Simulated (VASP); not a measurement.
# Pb (Fm-3m) in VASP: notebook

Pb is run at these levels: LDA; tasks: single point.

Program: VASP 6.6.1. These are calculated values, not measurements. Logs are shortened: lines on timing, memory, paths and dates and some standing lists are left out, and cuts for length are marked.

**1. The cell of the first run**

The structure is cubic, space group Fm-3m (No. 225). Conventional cell: a = 4.875 Å, b = 4.875 Å, c = 4.875 Å, α = 90.00°, β = 90.00°, γ = 90.00°. Within 4.5 Å of Pb (site symmetry m-3m) lie 12 Pb at 3.45 Å.

**2. Single point, LDA**

The input, INCAR:

```
PREC = Accurate ; ENCUT = 520
EDIFF = 1E-6 ; ISMEAR = 1
SIGMA = 0.01 ; LREAL = False
LASPH = True ; NELM = 80
ALGO = Normal ; ISIF = 2
LWAVE = False ; LCHARG = False
NBANDS = 13
```

The input, KPOINTS:

```
Automatic mesh
0
Gamma
  11 11 11
```

The input, POSCAR:

```
Pb
1.0
    0.0000000000      2.4375492138      2.4375492138
    2.4375492138      0.0000000000      2.4375492138
    2.4375492138      2.4375492138      0.0000000000
Pb
1
Direct
    0.0000000000      0.0000000000      0.0000000000
```

Potentials or basis: VASP PAW LDA potentials, release 64 (Pb_d).

Launch:

```
> cat potpaw_LDA.64/Pb_d/POTCAR > POTCAR
> mpirun -np 1 vasp_std > vasp.out
```

OUTCAR:

```text
PREC = Accurate
   ENCUT = 520
   EDIFF = 1E-6
   ISMEAR = 1
   LREAL = False
   LASPH = True
   NELM = 80
   ISIF = 2

 ion  position               nearest neighbor table
   1  0.000  0.000  0.000-

  LATTYP: Found a face centered cubic cell.
 ALAT       =     4.8750984276

  Lattice vectors:

 A1 = (   0.0000000000,   2.4375492138,   2.4375492138)
 A2 = (   2.4375492138,   0.0000000000,   2.4375492138)
 A3 = (   2.4375492138,   2.4375492138,   0.0000000000)

Analysis of symmetry for initial positions (statically):
=====================================================================
 Subroutine PRICEL returns:
 Original cell was already a primitive cell.

 Routine SETGRP: Setting up the symmetry group for a
 face centered cubic supercell.

 Subroutine GETGRP returns: Found 48 space group operations
 (whereof 48 operations were pure point group operations)
 out of a pool of 48 trial point group operations.

The static configuration has the point symmetry O_h .

Analysis of symmetry for dynamics (positions and initial velocities):
=====================================================================
 Subroutine PRICEL returns:
 Original cell was already a primitive cell.

 Routine SETGRP: Setting up the symmetry group for a
 face centered cubic supercell.

 Subroutine GETGRP returns: Found 48 space group operations
 (whereof 48 operations were pure point group operations)
 out of a pool of 48 trial point group operations.

The dynamic configuration has the point symmetry O_h .

 Subroutine INISYM returns: Found 48 space group operations
 (whereof 48 operations are pure point group operations),
 and found     1 'primitive' translations

----------------------------------------------------------------------------------------

                                     Primitive cell

  volume of cell :      28.9661

  direct lattice vectors                    reciprocal lattice vectors
     0.000000000  2.437549214  2.437549214    -0.205124064  0.205124064  0.205124064
     2.437549214  0.000000000  2.437549214     0.205124064 -0.205124064  0.205124064
     2.437549214  2.437549214  0.000000000     0.205124064  0.205124064 -0.205124064

  length of vectors
     3.447215157  3.447215157  3.447215157     0.355285300  0.355285300  0.355285300

  position of ions in fractional coordinates (direct lattice)
     0.000000000  0.000000000  0.000000000

  ion indices of the primitive-cell ions
   primitive index   ion index
                 1           1

----------------------------------------------------------------------------------------

 KPOINTS: Automatic mesh

Automatic generation of k-mesh.
 Grid dimensions read from file:
 generate k-points for:   11   11   11

 Generating k-lattice:

  Cartesian coordinates                     Fractional coordinates (reciprocal lattice)
    -0.018647642  0.018647642  0.018647642     0.090909091  0.000000000  0.000000000
     0.018647642 -0.018647642  0.018647642     0.000000000  0.090909091  0.000000000
     0.018647642  0.018647642 -0.018647642     0.000000000  0.000000000  0.090909091

  Length of vectors
     0.032298664  0.032298664  0.032298664

  Shift w.r.t. Gamma in fractional coordinates (k-lattice)
     0.000000000  0.000000000  0.000000000

 Subroutine IBZKPT returns following result:
 ===========================================

 Found     56 irreducible k-points:

 Following reciprocal coordinates:
            Coordinates               Weight
  0.000000  0.000000  0.000000      1.000000
  0.090909  0.000000  0.000000      8.000000
  0.181818  0.000000  0.000000      8.000000
  0.272727  0.000000  0.000000      8.000000
  0.363636  0.000000  0.000000      8.000000
  0.454545  0.000000  0.000000      8.000000
[... 16 lines left out ...]
 -0.272727  0.181818  0.000000     24.000000
 -0.181818  0.181818  0.000000     12.000000
 [... further k-points ...]
   k-points           NKPTS =     56   k-points in BZ     NKDIM =     56   number of bands    NBANDS=     13
   number of dos      NEDOS =    301   number of ions     NIONS =      1
   total plane-waves  NPLWV =  21952
   dimension x,y,z NGX =    28 NGY =   28 NGZ =   28
   dimension x,y,z NGXF=    56 NGYF=   56 NGZF=   56
   ions per type =               1
   NGX,Y,Z   is equivalent  to a cutoff of  13.50, 13.50, 13.50 a.u.
   NGXF,Y,Z  is equivalent  to a cutoff of  27.01, 27.01, 27.01 a.u.
 SYSTEM =  unknown system
   PREC   = accura    normal or accurate (medium, high low for compatibility)
   ISTART =      0    job   : 0-new  1-cont  2-samecut
   ICHARG =      2    charge: 1-file 2-atom 10-const
   ISPIN  =      1    spin polarized calculation?
   LNONCOLLINEAR =      F non collinear calculations
   LSORBIT =      F    spin-orbit coupling
   LASPH  =      T    aspherical Exc in radial PAW
   ENCUT  =  520.0 eV  38.22 Ry    6.18 a.u.   6.41  6.41  6.41*2*pi/ulx,y,z
   NELM   =     80;   NELMIN=  2; NELMDL= -5     # of ELM steps
   EDIFF  = 0.1E-05   stopping-criterion for ELM
   LREAL  =      F    real-space projection
   EDIFFG = 0.1E-04   stopping-criterion for IOM
   NSW    =      0    number of steps for IOM
   IBRION =     -1    ionic relax: 0-MD 1-quasi-New 2-CG
   NFREE  =      0    steps in history (QN), initial steepest desc. (CG)
   ISIF   =      2    stress and relaxation
   ISYM   =      2    0-nonsym 1-usesym 2-fastsym
   POTIM  = 0.5000    time-step for ionic-motion
   TEBEG  =    0.0;   TEEND  =   0.0 temperature during run
   PSTRESS=    0.0 pullay stress
   NELECT =      14.0000    total number of electrons
   NUPDOWN=      -1.0000    fix difference up-down
   EMIN   =  10.00;   EMAX   =-10.00  energy-range for DOS
   EFERMI =   0.00;   METHOD = LEGACY
   ISMEAR =     1;   SIGMA  =   0.01  broadening in eV -4-tet -1-fermi 0-gaus
   EFERMI_NEDOS =   21; number of points for ismear=-14 and -15
   IALGO  =     38    algorithm
   IMIX   =      4    mixing-type and parameters
     AMIX     =   0.40;   BMIX     =  1.00
     AMIX_MAG =   1.60;   BMIX_MAG =  1.00
  volume/ion in A,a.u.               =      28.97       195.47
  Fermi-wavevector in a.u.,A,eV,Ry     =   1.284756  2.427838 22.457762  1.650599
  Thomas-Fermi vector in A             =   2.416931
   LORBIT       =      0    0 simple, 1 ext, 2 COOP (PROOUT), +10 PAW based schemes
   GGA     = CA    functional components
   LHFCALC =     F    Hartree Fock is set to
   AEXX    =    0.0000 exact exchange contribution
   IVDW    =     0    specifies the selected vdW correction
   LEPSILON=     F    determine dielectric tensor
   LRPA    =     F    only Hartree local field effects (RPA)
 non-spin polarized calculation
 Methfessel and Paxton  Order N= 1 SIGMA  =   0.01
  energy-cutoff  :      520.00
  volume of cell :       28.97
 maximum number of plane-waves:       793
 NGX is ok and might be reduce to    28
   NGX = 13   NGY = 13   NGZ = 13

 number of electron      13.9999999 magnetization

 Free energy of the ion-electron system (eV)
  ---------------------------------------------------
  ext. energy  EPLUGINS =         0.00000000
  ---------------------------------------------------
  free energy    TOTEN  =        -4.25789114 eV

  energy without entropy =       -4.25784556  energy(sigma->0) =       -4.25787594

 E-fermi :   7.6822     XC(G=0): -10.6759

 val. band max:        7.6731367378   @ k =   0.2727   0.0000   0.0000
 cond. band min:       7.6827700181   @ k =   0.3636   0.2727   0.0000
 fundamental gap:      0.0096332804
 Fermi energy:         7.6822259212

 k-point     1 :       0.0000    0.0000    0.0000
  band No.  band energies     occupation
      1      -9.5133      2.00000
      2      -9.5133      2.00000
      3      -9.5133      2.00000
      4      -9.3494      2.00000
      5      -9.3494      2.00000
      6      -4.5507      2.00000
      7      15.2491      0.00000
      8      15.2491      0.00000
      9      15.2491      0.00000
     10      17.3855      0.00000
     11      19.5915      0.00000
     12      20.3942      0.00000
     13      20.3942      0.00000

 k-point     2 :       0.0909    0.0000    0.0000
  band No.  band energies     occupation
      1      -9.5141      2.00000
      2      -9.5000      2.00000
      3      -9.5000      2.00000
      4      -9.3502      2.00000
      5      -9.3502      2.00000
      6      -4.3840      2.00000
      7      13.4533      0.00000
      8      15.0471      0.00000
      9      15.0471      0.00000
     10      17.1311      0.00000
     11      20.2111      0.00000
     12      20.7523      0.00000
     13      20.7523      0.00000

 k-point     3 :       0.1818    0.0000    0.0000
  band No.  band energies     occupation
      1      -9.5187      2.00000
      2      -9.4761      2.00000
      3      -9.4761      2.00000
      4      -9.3396      2.00000
      5      -9.3396      2.00000
      6      -3.8821      2.00000
      7      10.5137      0.00000
      8      14.5711      0.00000
      9      14.5711      0.00000
     10      16.8842      0.00000
     11      20.2011      0.00000
     12      20.8791      0.00000
     13      20.8791      0.00000

 k-point     4 :       0.2727    0.0000    0.0000
  band No.  band energies     occupation
      1      -9.5295      2.00000
      2      -9.4739      2.00000
      3      -9.4739      2.00000
      4      -9.2955      2.00000
      5      -9.2955      2.00000
      6      -3.0522      2.00000
      7       7.6731      2.02582
      8      14.0340      0.00000
      9      14.0340      0.00000
     10      16.7457      0.00000
     11      19.0418      0.00000
     12      20.0050      0.00000
     13      20.0050      0.00000

 k-point     5 :       0.3636    0.0000    0.0000
  band No.  band energies     occupation
      1      -9.5438      2.00000
      2      -9.4879      2.00000
      3      -9.4879      2.00000
      4      -9.2378      2.00000
      5      -9.2378      2.00000
      6      -1.9514      2.00000
      7       5.1877      2.00000
      8      13.5898      0.00000
      9      13.5898      0.00000
     10      16.7388      0.00000
     11      18.1444      0.00000
     12      19.3997      0.00000
     13      19.3997      0.00000
[... 257 lines left out ...]
 k-point    22 :      -0.3636    0.1818    0.0000
  band No.  band energies     occupation
      1      -9.5301      2.00000
      2      -9.4696      2.00000
      3      -9.4192      2.00000
      4      -9.2608      2.00000
      5      -9.2473      2.00000
      6      -0.7035      2.00000
      7       4.5162      2.00000
      8       9.2937      0.00000
      9      12.7038      0.00000
     10      15.6940      0.00000
     11      19.9491      0.00000
     12      20.6515      0.00000
     13      23.5372      0.00000

 k-point    23 :      -0.2727    0.1818    0.0000
  band No.  band energies     occupation
      1      -9.5023      2.00000
      2      -9.4854      2.00000
      3      -9.4096      2.00000
      4      -9.3211      2.00000
      5      -9.2568      2.00000
      6      -1.7917      2.00000
      7       6.4251      2.00000
      8       9.3206      0.00000
      9      13.6541      0.00000
     10      16.4227      0.00000
     11      19.5878      0.00000
     12      20.4546      0.00000
     13      22.1537      0.00000

 k-point    24 :      -0.1818    0.1818    0.0000
  band No.  band energies     occupation
      1      -9.5086      2.00000
      2      -9.4754      2.00000
      3      -9.4027      2.00000
      4      -9.3845      2.00000
      5      -9.2706      2.00000
      6      -2.7816      2.00000
      7       8.4404      0.00000
      8      10.1086      0.00000
      9      14.6418      0.00000
     10      17.4438      0.00000
     11      18.9065      0.00000
     12      20.1847      0.00000
     13      21.0350      0.00000

 [... further k-points ...]

------------------------ aborting loop because EDIFF is reached ----------------------------------------

  FORCE on cell =-STRESS in cart. coord.  units (eV):
  Direction    XX          YY          ZZ          XY          YZ          ZX
  --------------------------------------------------------------------------------------
  -------------------------------------------------------------------------------------
  Total        0.0153870      0.0153870      0.0153870     -0.0000000      0.0000000     -0.0000000
  in kB        0.8510880      0.8510880      0.8510880     -0.0000000      0.0000000     -0.0000000
  external PRESSURE =       0.8510880 kB  Pullay stress =       0.0000000 kB

 VOLUME and BASIS-vectors are now :
 -----------------------------------------------------------------------------
  energy-cutoff  :      520.00
  volume of cell :       28.97
      direct lattice vectors                 reciprocal lattice vectors
     0.000000000  2.437549214  2.437549214    -0.205124064  0.205124064  0.205124064
     2.437549214  0.000000000  2.437549214     0.205124064 -0.205124064  0.205124064
     2.437549214  2.437549214  0.000000000     0.205124064  0.205124064 -0.205124064

 POSITION                                       TOTAL-FORCE (eV/Angst)
 -----------------------------------------------------------------------------------
      0.00000      0.00000      0.00000        -0.000000      0.000000     -0.000000
 -----------------------------------------------------------------------------------
    total drift:                               -0.000000     -0.000000     -0.000000

  FREE ENERGIE OF THE ION-ELECTRON SYSTEM (eV)
  ---------------------------------------------------
  free  energy   TOTEN  =        -4.2578911363 eV

  energy  without entropy=       -4.2578455620  energy(sigma->0) =       -4.25787594
```

Run time: 16 s. Hardware: 1 thread of Intel Xeon Platinum 8375C at 2.90GHz (Ice Lake), shared host; peak memory 0.15 GiB.

What came out:

- Free energy: -4.2579 eV
- Pressure: 0.1 GPa
- Band gap on the k mesh: zero (band 7 reaches 15.25 eV, above the bottom of band 8 at 6.00 eV)

Caveat: spin-orbit coupling is left out, which moves the levels of the heavy elements.

**3. Single point, LDA**

The input, INCAR:

```
PREC = Accurate ; ENCUT = 520
EDIFF = 1E-7 ; ISMEAR = -1
SIGMA = 0.1 ; LREAL = False
LASPH = True ; NELM = 100
ALGO = Normal ; ISIF = 2
LWAVE = False ; LCHARG = False
NBANDS = 13
```

The input, KPOINTS:

```
regular mesh
0
Gamma
  2 2 2
```

POSCAR is that of step 2.

Potentials or basis: VASP PAW LDA potentials, release 64 (Pb_d).

Launch:

```
> cat potpaw_LDA.64/Pb_d/POTCAR > POTCAR
> mpirun -np 1 vasp_std > vasp.out
```

It took 2.3 s on 1 thread of Intel Xeon 8259CL, shared host; peak memory 0.14 GiB.

The run converged. Its results:

```yaml
Free_energy: -6.0727 eV
Pressure: -9.2 GPa
Band_gap_on_the_k_mesh: zero (band 7 reaches 15.24 eV, above the bottom of band 8 at 9.59 eV)
```

Levels at points of the mesh, in eV from the Fermi level:
```
           k point  band 4  band 5  band 6  band 7  band 8  band 9  band 10  band 11
(0.00, 0.00, 0.00)  -18.82  -18.82  -13.99    5.81    5.81    5.81     7.97    10.16
(0.50, 0.00, 0.00)  -18.67  -18.67  -10.10   -6.33    3.87    3.87     7.44     8.07
(0.50, 0.50, 0.00)  -18.63  -18.63   -8.58   -5.36    0.16    0.16     3.71     4.98
```

Caveat: the k points lie up to 1.12 Å⁻¹ apart; spin-orbit coupling is left out, which moves the levels of the heavy elements.
